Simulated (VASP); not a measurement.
Here is a VASP 6.6.1 calculation.

File INCAR:

```
PREC     = Accurate       # precision mode
ENCUT    = 520            # plane-wave cutoff, eV
EDIFF    = 1E-6           # SCF threshold, eV
ISMEAR   = -1             # smearing method
SIGMA    = 0.02           # smearing width, eV
LREAL    = Auto         
LASPH    = True           # aspherical terms in the spheres
NELM     = 60             # most SCF steps
ALGO     = Normal         # electronic algorithm
ISIF     = 2              # what is computed and relaxed
LWAVE    = False          # write WAVECAR
LCHARG   = False          # write CHGCAR
GGA      = PE             # functional
NBANDS   = 106            # bands
```

The input KPOINTS:

```
regular mesh
0
Gamma
  5 3 5
```

The input POSCAR:

```
HfO2
1.0
    5.0598000000      0.0000000000      0.0000000000
    0.0000000000     10.0172000000      0.0000000000
    0.0000000000      0.0000000000      5.0707720000
Hf O
8 16
Direct
    0.7447522740      0.8843528185      0.9663111381
    0.2447522740      0.6156471815      0.0336888619
    0.2552477260      0.3843528185      0.5336888619
    0.7552477260      0.1156471815      0.4663111381
    0.2552477260      0.1156471815      0.0336888619
    0.7552477260      0.3843528185      0.9663111381
    0.7447522740      0.6156471815      0.4663111381
    0.2447522740      0.8843528185      0.5336888619
    0.8694393142      0.7919771965      0.6195838971
    0.3694393142      0.7080228035      0.3804161029
    0.1305606858      0.2919771965      0.8804161029
    0.6305606858      0.2080228035      0.1195838971
    0.1305606858      0.2080228035      0.3804161029
    0.6305606858      0.2919771965      0.6195838971
    0.8694393142      0.7080228035      0.1195838971
    0.3694393142      0.7919771965      0.8804161029
    0.5028763127      0.9764820946      0.2611517083
    0.0028763127      0.5235179054      0.7388482917
    0.4971236873      0.4764820946      0.2388482917
    0.9971236873      0.0235179054      0.7611517083
    0.4971236873      0.0235179054      0.7388482917
    0.9971236873      0.4764820946      0.2611517083
    0.5028763127      0.5235179054      0.7611517083
    0.0028763127      0.9764820946      0.2388482917
```

Potentials or basis: VASP PAW PBE potentials, release 64 (Hf_pv, O).

Command:

```bash
$ cat potpaw_PBE.64/Hf_pv/POTCAR potpaw_PBE.64/O/POTCAR > POTCAR
$ mpirun -np 1 vasp_std > vasp.out
```

**Question.** Estimate the largest force.

**Answer.** 0.055 eV/Å.

**Question.** What does it give for the pressure?

**Answer.** 10.5 GPa.

Stress tensor (GPa, compression positive):
```
 6.87  0.00  0.00
 0.00  7.83  0.00
 0.00  0.00 16.89
```

Caveat: the cell differs from its parent crystal (z stretched by -3 %, then relaxed in part); the cell stands under pressure.
